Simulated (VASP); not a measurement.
# KMgF3 (Pm-3m) in VASP: relaxation of cell and atoms with PBE

Aim: the relaxation of cell and atoms of KMgF3 with PBE.

All numbers are computed with VASP 6.6.1; they aren't measurements. Logs are shortened: lines on timing, memory, paths and dates and some standing lists are left out, and cuts for length are marked.

**1. The cell of the first run**

The structure is cubic, space group Pm-3m (No. 221). Conventional cell: a = 4.228 Å, b = 4.228 Å, c = 4.228 Å, α = 90.00°, β = 90.00°, γ = 90.00°. K (site symmetry m-3m) has 12 F at 2.99 Å and 8 Mg at 3.66 Å within 3.9 Å. Mg (site symmetry m-3m) has 6 F at 2.11 Å within 2.8 Å. Within 2.8 Å of F (site symmetry 4/mmm) lie 2 Mg at 2.11 Å.

**2. Relaxation of cell and atoms, PBE**

INCAR

```
PREC     = Accurate       # precision mode
ENCUT    = 840            # plane-wave cutoff, eV
EDIFF    = 1E-7           # SCF threshold, eV
ISMEAR   = 0              # smearing method
SIGMA    = 0.15           # smearing width, eV
LREAL    = False          # projectors in reciprocal space
LASPH    = True           # aspherical terms in the spheres
NELM     = 120            # most SCF steps
ALGO     = Normal         # electronic algorithm
ISIF     = 3              # what is computed and relaxed
LWAVE    = False          # write WAVECAR
LCHARG   = False          # write CHGCAR
GGA      = PE             # functional
IBRION   = 2              # ionic algorithm
NSW      = 36             # ionic steps
EDIFFG   = -0.08          # ionic threshold
GGA_COMPAT= False        
NELMIN   = 4
```

KPOINTS

```
regular mesh
0
Gamma
  3 3 3
```

POSCAR

```
KMgF3
1.0
    4.2283792400      0.0000000000      0.0000000000
    0.0000000000      4.2283792400      0.0000000000
    0.0000000000      0.0000000000      4.2283792400
K Mg F
1 1 3
Direct
    0.5000000000      0.5000000000      0.5000000000
    0.0000000000      0.0000000000      0.0000000000
    0.5000000000      0.0000000000      0.0000000000
    0.0000000000      0.5000000000      0.0000000000
    0.0000000000      0.0000000000      0.5000000000
```

Potentials or basis: VASP PAW PBE potentials, release 64 (K_sv, Mg_sv, F).

Run with:

```console
$ cat potpaw_PBE.64/K_sv/POTCAR potpaw_PBE.64/Mg_sv/POTCAR potpaw_PBE.64/F/POTCAR > POTCAR
$ mpirun -np 1 vasp_std > vasp.out
```

OUTCAR:

```text
PREC = Accurate
   ENCUT = 840
   EDIFF = 1E-7
   ISMEAR = 0
   LREAL = False
   LASPH = True
   NELM = 120
   ISIF = 3
   GGA = PE
   IBRION = 2
   NSW = 36
   EDIFFG = -0.08
   NELMIN = 4

 ion  position               nearest neighbor table
   1  0.500  0.500  0.500-
   2  0.000  0.000  0.000-
   3  0.500  0.000  0.000-
   4  0.000  0.500  0.000-
   5  0.000  0.000  0.500-

  LATTYP: Found a simple cubic cell.
 ALAT       =     4.2283792400

  Lattice vectors:

 A1 = (   4.2283792400,   0.0000000000,   0.0000000000)
 A2 = (   0.0000000000,   4.2283792400,   0.0000000000)
 A3 = (   0.0000000000,   0.0000000000,   4.2283792400)

Analysis of symmetry for initial positions (statically):
=====================================================================
 Subroutine PRICEL returns:
 Original cell was already a primitive cell.

 Routine SETGRP: Setting up the symmetry group for a
 simple cubic supercell.

 Subroutine GETGRP returns: Found 48 space group operations
 (whereof 48 operations were pure point group operations)
 out of a pool of 48 trial point group operations.

The static configuration has the point symmetry O_h .

Analysis of symmetry for dynamics (positions and initial velocities):
=====================================================================
 Subroutine PRICEL returns:
 Original cell was already a primitive cell.

 Routine SETGRP: Setting up the symmetry group for a
 simple cubic supercell.

 Subroutine GETGRP returns: Found 48 space group operations
 (whereof 48 operations were pure point group operations)
 out of a pool of 48 trial point group operations.

The dynamic configuration has the point symmetry O_h .

 Subroutine INISYM returns: Found 48 space group operations
 (whereof 48 operations are pure point group operations),
 and found     1 'primitive' translations

----------------------------------------------------------------------------------------

                                     Primitive cell

[... 56 lines left out ...]
  0.333333  0.333333  0.333333      8.000000
   k-points           NKPTS =      4   k-points in BZ     NKDIM =      4   number of bands    NBANDS=     24
   number of dos      NEDOS =    301   number of ions     NIONS =      5
   total plane-waves  NPLWV =  64000
   dimension x,y,z NGX =    40 NGY =   40 NGZ =   40
   dimension x,y,z NGXF=    80 NGYF=   80 NGZF=   80
   ions per type =               1   1   3
   NGX,Y,Z   is equivalent  to a cutoff of  15.73, 15.73, 15.73 a.u.
   NGXF,Y,Z  is equivalent  to a cutoff of  31.45, 31.45, 31.45 a.u.
 SYSTEM =  unknown system
   PREC   = accura    normal or accurate (medium, high low for compatibility)
   ISTART =      0    job   : 0-new  1-cont  2-samecut
   ICHARG =      2    charge: 1-file 2-atom 10-const
   ISPIN  =      1    spin polarized calculation?
   LNONCOLLINEAR =      F non collinear calculations
   LSORBIT =      F    spin-orbit coupling
   LASPH  =      T    aspherical Exc in radial PAW
   ENCUT  =  840.0 eV  61.74 Ry    7.86 a.u.   9.99  9.99  9.99*2*pi/ulx,y,z
   NELM   =    120;   NELMIN=  4; NELMDL= -5     # of ELM steps
   EDIFF  = 0.1E-06   stopping-criterion for ELM
   LREAL  =      F    real-space projection
   EDIFFG = -.8E-01   stopping-criterion for IOM
   NSW    =     36    number of steps for IOM
   IBRION =      2    ionic relax: 0-MD 1-quasi-New 2-CG
   NFREE  =      1    steps in history (QN), initial steepest desc. (CG)
   ISIF   =      3    stress and relaxation
   ISYM   =      2    0-nonsym 1-usesym 2-fastsym
   POTIM  = 0.5000    time-step for ionic-motion
   TEBEG  =    0.0;   TEEND  =   0.0 temperature during run
   PSTRESS=    0.0 pullay stress
   NELECT =      40.0000    total number of electrons
   NUPDOWN=      -1.0000    fix difference up-down
   EMIN   =  10.00;   EMAX   =-10.00  energy-range for DOS
   EFERMI =   0.00;   METHOD = LEGACY
   ISMEAR =     0;   SIGMA  =   0.15  broadening in eV -4-tet -1-fermi 0-gaus
   EFERMI_NEDOS =   21; number of points for ismear=-14 and -15
   IALGO  =     38    algorithm
   IMIX   =      4    mixing-type and parameters
     AMIX     =   0.40;   BMIX     =  1.00
     AMIX_MAG =   1.60;   BMIX_MAG =  1.00
  volume/ion in A,a.u.               =      15.12       102.03
  Fermi-wavevector in a.u.,A,eV,Ry     =   1.324100  2.502187 23.854302  1.753242
  Thomas-Fermi vector in A             =   2.453660
   LORBIT       =      0    0 simple, 1 ext, 2 COOP (PROOUT), +10 PAW based schemes
   GGA     = PE    functional components
   LHFCALC =     F    Hartree Fock is set to
   AEXX    =    0.0000 exact exchange contribution
   IVDW    =     0    specifies the selected vdW correction
   LEPSILON=     F    determine dielectric tensor
   LRPA    =     F    only Hartree local field effects (RPA)
 conjugate gradient relaxation of ions
 non-spin polarized calculation
 Gauss-broadening in eV      SIGMA  =   0.15
  energy-cutoff  :      840.00
  volume of cell :       75.60
 maximum number of plane-waves:      4197
 NGX is ok and might be reduce to    40
   NGX = 19   NGY = 19   NGZ = 19

--------------------------------------- Ionic step        1  -------------------------------------------

 number of electron      39.9999980 magnetization

 Free energy of the ion-electron system (eV)
  ---------------------------------------------------
  ext. energy  EPLUGINS =         0.00000000
  ---------------------------------------------------
  free energy    TOTEN  =       -24.24497472 eV

  energy without entropy =      -24.24497472  energy(sigma->0) =      -24.24497472

------------------------ aborting loop because EDIFF is reached ----------------------------------------

  FORCE on cell =-STRESS in cart. coord.  units (eV):
  Direction    XX          YY          ZZ          XY          YZ          ZX
  --------------------------------------------------------------------------------------
  -------------------------------------------------------------------------------------
  Total       -2.9890869     -2.9890869     -2.9890869      0.0000000     -0.0000000      0.0000000
  in kB      -63.3471863    -63.3471863    -63.3471863      0.0000000     -0.0000000      0.0000000
  external PRESSURE =     -63.3471863 kB  Pullay stress =       0.0000000 kB
[... 65 lines left out ...]
--------------------------------------- Ionic step        3  -------------------------------------------

 number of electron      40.0000024 magnetization

 Free energy of the ion-electron system (eV)
  ---------------------------------------------------
  ext. energy  EPLUGINS =         0.00000000
  ---------------------------------------------------
  free energy    TOTEN  =       -24.43783177 eV

  energy without entropy =      -24.43783177  energy(sigma->0) =      -24.43783177

 E-fermi :  -1.3196     XC(G=0):  -9.4944

 val. band max:       -2.1032010874   @ k =   0.3333   0.3333   0.3333
 cond. band min:       4.9530533900   @ k =   0.0000   0.0000   0.0000
 fundamental gap:      7.0562544774
 Fermi energy:        -1.3195918639

 k-point     1 :       0.0000    0.0000    0.0000
  band No.  band energies     occupation
      1     -72.9691      2.00000
      2     -39.7300      2.00000
      3     -39.7300      2.00000
      4     -39.7300      2.00000
      5     -27.7239      2.00000
      6     -21.9218      2.00000
[... 129 lines left out ...]
  FREE ENERGIE OF THE ION-ELECTRON SYSTEM (eV)
  ---------------------------------------------------
  free  energy   TOTEN  =       -24.4378317684 eV

  energy  without entropy=      -24.4378317684  energy(sigma->0) =      -24.43783177

 reached required accuracy - stopping structural energy minimisation
```

OSZICAR:

```text
N       E                     dE             d eps       ncg     rms          rms(c)
DAV:   1     0.479240258317E+03    0.47924E+03   -0.30373E+04   192   0.245E+03
DAV:   2     0.413488225518E+00   -0.47883E+03   -0.47333E+03   232   0.554E+02
DAV:   3    -0.252611791063E+02   -0.25675E+02   -0.25600E+02   264   0.130E+02
[... 31 lines left out ...]
DAV:   6    -0.244378165207E+02   -0.47927E-04   -0.76946E-04   320   0.190E-01    0.335E-02
DAV:   7    -0.244378270962E+02   -0.10575E-04   -0.39508E-05   248   0.473E-02    0.116E-02
DAV:   8    -0.244378316545E+02   -0.45584E-05   -0.26078E-06   304   0.149E-02    0.130E-03
DAV:   9    -0.244378318571E+02   -0.20259E-06   -0.23897E-07   232   0.501E-03    0.819E-04
DAV:  10    -0.244378317684E+02    0.88734E-07   -0.52790E-08   152   0.231E-03
   3 F= -.24437832E+02 E0= -.24437832E+02  d E =-.192857E+00
```

Run time: 47 s. Hardware: 1 thread of Intel Xeon Platinum 8259CL at 2.50GHz (Skylake/Cascade Lake), shared host; peak memory 0.25 GiB.

Results:

- Free energy: -24.4378 eV
- Relaxed volume: 13.40 Å³/atom
- Relaxed cell: a = 4.061 Å, b = 4.061 Å, c = 4.061 Å, α = 90.00°, β = 90.00°, γ = 90.00°
- Space group after relaxing (to 0.1 Å): Pm-3m (No. 221)
- Energy gained by relaxing: 38.6 meV/atom
- Ionic steps: 3
- Pressure after relaxing: -0.1 GPa
- Band gap on the k mesh: 7.06 eV (least direct gap 7.23 eV)

Step by step:
```
step  energy change (eV)  largest force (eV/Å)  pressure (GPa)  volume (Å³)
   1              0.0000                0.0000           -6.33        75.60
   2             -0.1759                0.0000           -2.20        69.25
   3             -0.1929                0.0000           -0.15        66.98
```

Final structure:
```xyz
5
Lattice="4.0612 0.0000 0.0000 0.0000 4.0612 0.0000 0.0000 0.0000 4.0612" Properties=species:S:1:pos:R:3 pbc="T T T"
K     2.0306    2.0306    2.0306
Mg    0.0000    0.0000    0.0000
F     2.0306    0.0000    0.0000
F     0.0000    2.0306    0.0000
F     0.0000    0.0000    2.0306
```

Caveat: the k points lie up to 0.52 Å⁻¹ apart in the final cell; an odd mesh through Γ misses points on the zone boundary, where band edges can lie.
